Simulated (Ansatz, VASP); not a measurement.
One calculation of Si, two programs

INCAR

```
SYSTEM = Si
PREC     = Accurate       ! precision mode
ENCUT    = 520            ! plane-wave cutoff, eV
EDIFF    = 1E-7           ! SCF threshold, eV
ISMEAR   = 0              ! smearing method
SIGMA    = 0.05           ! smearing width, eV
LREAL    = .FALSE.        ! projectors in reciprocal space
LASPH    = .TRUE.         ! aspherical terms in the spheres
NELM     = 80             ! most SCF steps
ALGO     = Normal         ! electronic algorithm
ISIF     = 2              ! what is computed and relaxed
LWAVE    = .FALSE.        ! write WAVECAR
LCHARG   = .TRUE.         ! write CHGCAR
GGA      = PE             ! functional
LELF     = .TRUE.         ! ELF
LVHAR    = .TRUE.       
NBANDS   = 16             ! bands
```

File KPOINTS:

```
Automatic mesh
0
G
  10 10 10
  0 0 0
```

POSCAR

```
Si
1.0
   -3.4292227980      3.4292227980      1.9786784298
    3.4292227980     -3.4292227980      1.9786784298
    3.4292227980      3.4292227980     -1.9786784298
Si
4
Direct
    0.1664887805      0.1664887805      0.3572210152
    0.8092677652      0.8092677652      0.6427789848
    0.1907322348      0.8335112195      0.0000000000
    0.8335112195      0.1907322348      0.0000000000
```

Input for Ansatz:

```yaml
crystal:
  lattice:
    - [-3.429222798, 3.429222798, 1.9786784298]
    - [3.429222798, -3.429222798, 1.9786784298]
    - [3.429222798, 3.429222798, -1.9786784298]
  atoms:
    - { symbol: Si, position: [0.1664887805, 0.1664887805, 0.3572210152] }
    - { symbol: Si, position: [0.8092677652, 0.8092677652, 0.6427789848] }
    - { symbol: Si, position: [0.1907322348, 0.8335112195, 0.0] }
    - { symbol: Si, position: [0.8335112195, 0.1907322348, 0.0] }
basis:
  ecutwfc: 420
kpoints:
  mp_grid: { grid: [10, 10, 10] }
hamiltonian:
  xc: pbe
  pseudopotentials: { kind: paw, azcp: { folder: soft_1 } }
scf:
  occupations: { method: gaussian, width: 0.05 }
output:
  forces: true
  stress: true
  eigenvalues: true
  write_density: true
  write_potential: true
  elf: true
  volumetric_format: npy
```

Change from the starting cell: mode 4 frozen in at -0.047 Å, equal normal strain along x, y and z +0.0250.

Alike in both runs: task single point; functional PBE; k mesh 10 × 10 × 10; occupations gaussian, width 0.05 eV; no spin polarisation.

|  | VASP | Ansatz |
| --- | --- | --- |
| version | VASP 6.6.1 | Ansatz 0.2.0 |
| potentials or method | VASP PAW PBE potentials, release 64 (Si), cutoff 520 eV | scalar-relativistic, plane waves, PAW |
| valence electrons in the cell | 16 | 16 |

VASP gave:

```
gap on the k mesh at the Fermi level (eV)                     : 0.42
least direct gap on the mesh (eV)                             : 0.54
pressure (GPa)                                                : -5.3
traceless stress, the component that is largest in VASP (GPa) : -0.14
rms of the force components (eV/Å)                            : 0.098
```

Task: Estimate Ansatz's values.

Result: gap on the k mesh at the Fermi level (eV): 0.42; least direct gap on the mesh (eV): 0.54; pressure (GPa): -5.2; traceless stress, the component that is largest in VASP (GPa): -0.13; rms of the force components (eV/Å): 0.098.

Atom by atom the forces differ by 0.000 eV/Å (rms over components). The functional is the same, so the differences come from potentials, cutoffs and numerics.
